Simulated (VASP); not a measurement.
# Tl3Zn (Fm-3m) in VASP: a series of runs, part 2 of 2

VASP 6.6.1. Earlier steps stand in the parts before.

**3. Relaxation of cell and atoms, LDA**

This run uses another cell than the first one, of 28.09 Å³/atom.

INCAR reads:

```
  PREC = Accurate
  ENCUT = 500
  EDIFF = 1E-7
  ISMEAR = 0
  SIGMA = 0.05
  LREAL = F
  LASPH = T
  NELM = 120
  ALGO = Normal
  ISIF = 3
  LWAVE = F
  LCHARG = F
  IBRION = 2
  NSW = 80
  EDIFFG = -0.03
  GGA_COMPAT = F
  NELMIN = 4
```

KPOINTS reads:

```
regular mesh
0
Gamma
  6 6 6
```

POSCAR reads:

```
Tl3Zn
1.0
    0.0000000000      3.8300000000      3.8300000000
    3.8300000000      0.0000000000      3.8300000000
    3.8300000000      3.8300000000      0.0000000000
Zn Tl
1 3
Direct
    0.0000000000      0.0000000000      0.0000000000
    0.5000000000      0.5000000000      0.5000000000
    0.2500000000      0.2500000000      0.2500000000
    0.7500000000      0.7500000000      0.7500000000
```

Potentials or basis: VASP PAW LDA potentials, release 64 (Zn, Tl_d).

Started as:

```console
$ cat potpaw_LDA.64/Zn/POTCAR potpaw_LDA.64/Tl_d/POTCAR > POTCAR
$ mpirun -np 1 vasp_std > vasp.out
```

OUTCAR:

```text
PREC = Accurate
   ENCUT = 500
   EDIFF = 1E-7
   ISMEAR = 0
   LREAL = F
   LASPH = T
   NELM = 120
   ISIF = 3
   IBRION = 2
   NSW = 80
   EDIFFG = -0.03
   NELMIN = 4

 ion  position               nearest neighbor table
   1  0.000  0.000  0.000-   4 3.32   4 3.32   4 3.32   3 3.32   4 3.32   3 3.32   3 3.32   3 3.32

   2  0.500  0.500  0.500-   3 3.32   3 3.32   3 3.32   3 3.32   4 3.32   4 3.32   4 3.32   4 3.32

   3  0.250  0.250  0.250-   1 3.32   1 3.32   1 3.32   1 3.32   2 3.32   2 3.32   2 3.32   2 3.32
                             4 3.83   4 3.83   4 3.83   4 3.83   4 3.83   4 3.83
   4  0.750  0.750  0.750-   2 3.32   2 3.32   2 3.32   1 3.32   2 3.32   1 3.32   1 3.32   1 3.32
                             3 3.83   3 3.83   3 3.83   3 3.83   3 3.83   3 3.83

  LATTYP: Found a face centered cubic cell.
 ALAT       =     7.6600000000

  Lattice vectors:

 A1 = (   0.0000000000,   3.8300000000,   3.8300000000)
 A2 = (   3.8300000000,   0.0000000000,   3.8300000000)
 A3 = (   3.8300000000,   3.8300000000,   0.0000000000)

Analysis of symmetry for initial positions (statically):
=====================================================================
 Subroutine PRICEL returns:
 Original cell was already a primitive cell.

 Routine SETGRP: Setting up the symmetry group for a
 face centered cubic supercell.

 Subroutine GETGRP returns: Found 48 space group operations
 (whereof 48 operations were pure point group operations)
 out of a pool of 48 trial point group operations.

The static configuration has the point symmetry O_h .

Analysis of symmetry for dynamics (positions and initial velocities):
=====================================================================
 Subroutine PRICEL returns:
 Original cell was already a primitive cell.

 Routine SETGRP: Setting up the symmetry group for a
 face centered cubic supercell.

 Subroutine GETGRP returns: Found 48 space group operations
 (whereof 48 operations were pure point group operations)
 out of a pool of 48 trial point group operations.

The dynamic configuration has the point symmetry O_h .

[... 96 lines left out ...]
   NSW    =     80    number of steps for IOM
   IBRION =      2    ionic relax: 0-MD 1-quasi-New 2-CG
   NFREE  =      1    steps in history (QN), initial steepest desc. (CG)
   ISIF   =      3    stress and relaxation
   ISYM   =      2    0-nonsym 1-usesym 2-fastsym
   POTIM  = 0.5000    time-step for ionic-motion
   TEBEG  =    0.0;   TEEND  =   0.0 temperature during run
   PSTRESS=    0.0 pullay stress
   NELECT =      51.0000    total number of electrons
   NUPDOWN=      -1.0000    fix difference up-down
   EMIN   =  10.00;   EMAX   =-10.00  energy-range for DOS
   EFERMI =   0.00;   METHOD = LEGACY
   ISMEAR =     0;   SIGMA  =   0.05  broadening in eV -4-tet -1-fermi 0-gaus
   EFERMI_NEDOS =   21; number of points for ismear=-14 and -15
   IALGO  =     38    algorithm
   IMIX   =      4    mixing-type and parameters
     AMIX     =   0.40;   BMIX     =  1.00
     AMIX_MAG =   1.60;   BMIX_MAG =  1.00
  volume/ion in A,a.u.               =      28.09       189.57
  Fermi-wavevector in a.u.,A,eV,Ry     =   1.258122  2.377506 21.536270  1.582871
  Thomas-Fermi vector in A             =   2.391747
   LORBIT       =      0    0 simple, 1 ext, 2 COOP (PROOUT), +10 PAW based schemes
   GGA     = CA    functional components
   LHFCALC =     F    Hartree Fock is set to
   AEXX    =    0.0000 exact exchange contribution
   IVDW    =     0    specifies the selected vdW correction
   LEPSILON=     F    determine dielectric tensor
   LRPA    =     F    only Hartree local field effects (RPA)
 conjugate gradient relaxation of ions
 non-spin polarized calculation
 Gauss-broadening in eV      SIGMA  =   0.05
  energy-cutoff  :      500.00
  volume of cell :      112.36
 maximum number of plane-waves:      2884
   NGX = 19   NGY = 19   NGZ = 19

--------------------------------------- Ionic step        1  -------------------------------------------

 number of electron      51.0000000 magnetization

 Free energy of the ion-electron system (eV)
  ---------------------------------------------------
  ext. energy  EPLUGINS =         0.00000000
  ---------------------------------------------------
  free energy    TOTEN  =        -9.70931448 eV

  energy without entropy =       -9.70053421  energy(sigma->0) =       -9.70492435

 E-fermi :   4.5949     XC(G=0): -10.2095

 val. band max:        4.5909933748   @ k =   0.5000   0.0000   0.0000
 cond. band min:       4.6157439485   @ k =  -0.3333   0.1667   0.0000
 fundamental gap:      0.0247505736
 Fermi energy:         4.5948569005

 k-point     1 :       0.0000    0.0000    0.0000
  band No.  band energies     occupation
      1      -6.9112      2.00000
      2      -6.9112      2.00000
      3      -6.8444      2.00000
      4      -6.8444      2.00000
      5      -6.8444      2.00000
      6      -6.6773      2.00000
[... 592 lines left out ...]
--------------------------------------- Ionic step        3  -------------------------------------------

 number of electron      50.9999988 magnetization

 Free energy of the ion-electron system (eV)
  ---------------------------------------------------
  ext. energy  EPLUGINS =         0.00000000
  ---------------------------------------------------
  free energy    TOTEN  =        -9.88266589 eV

  energy without entropy =       -9.87470359  energy(sigma->0) =       -9.87868474

 E-fermi :   5.7569     XC(G=0): -10.8139

 val. band max:        5.7543223247   @ k =  -0.3333   0.3333   0.1667
 cond. band min:       5.8144267046   @ k =  -0.3333   0.1667   0.0000
 fundamental gap:      0.0601043799
 Fermi energy:         5.7568997538

 k-point     1 :       0.0000    0.0000    0.0000
  band No.  band energies     occupation
      1      -5.9699      2.00000
      2      -5.9699      2.00000
      3      -5.8468      2.00000
      4      -5.8468      2.00000
      5      -5.8468      2.00000
      6      -5.6722      2.00000
[... 548 lines left out ...]
  FREE ENERGIE OF THE ION-ELECTRON SYSTEM (eV)
  ---------------------------------------------------
  free  energy   TOTEN  =        -9.8826658933 eV

  energy  without entropy=       -9.8747035944  energy(sigma->0) =       -9.87868474

 reached required accuracy - stopping structural energy minimisation
```

It took 3.7 min on 1 thread of Intel Xeon 8259CL, shared host; peak memory 0.23 GiB.

Results:

```yaml
Free_energy: -9.8827 eV
Relaxed_volume: 24.85 Å³/atom
Relaxed_cell: a = 5.199 Å, b = 5.199 Å, c = 5.199 Å, α = 60.00°, β = 60.00°, γ = 60.00°
Space_group_after_relaxing_to_0.1_Å: Fm-3m (No. 225)
Energy_gained_by_relaxing: 43.3 meV/atom
Ionic_steps: 3
Pressure_after_relaxing: 0.0 GPa
Band_gap_on_the_k_mesh: zero (an odd number of electrons rules out a gap without spin polarisation)
```

Step by step:
```csv
step,energy change (eV),largest force (eV/Å),pressure (GPa),volume (Å³)
1,0.0000,0.0000,-3.72,112.36
2,-0.1636,0.0000,-1.09,102.09
3,-0.1734,0.0000,-0.03,99.38
```

Final structure:
```
Zn Tl
1.0
     0.00000    3.67644    3.67644
     3.67644    0.00000    3.67644
     3.67644    3.67644    0.00000
Zn Tl
1 3
Direct
  0.00000 0.00000 0.00000
  0.50000 0.50000 0.50000
  0.25000 0.25000 0.25000
  0.75000 0.75000 0.75000
```

Levels at points of the mesh, in eV from the Fermi level:
```tsv
k point	band 22	band 23	band 24	band 25	band 26	band 27	band 28	band 29	band 30
(0.00, 0.00, 0.00)	-3.58	-2.47	0.92	1.00	1.00	1.00	1.41	1.41	1.41
(0.50, 0.00, 0.00)	-6.56	-3.35	-1.76	-0.10	-0.10	0.55	0.55	3.99	4.01
(0.50, 0.50, 0.00)	-6.40	-4.54	-2.78	-2.60	-2.60	5.23	5.40	5.74	5.74
```

Caveat: spin-orbit coupling is left out, which moves the levels of the heavy elements.

The gap in the log of VASP goes by the Fermi energy; the results here count the filled bands.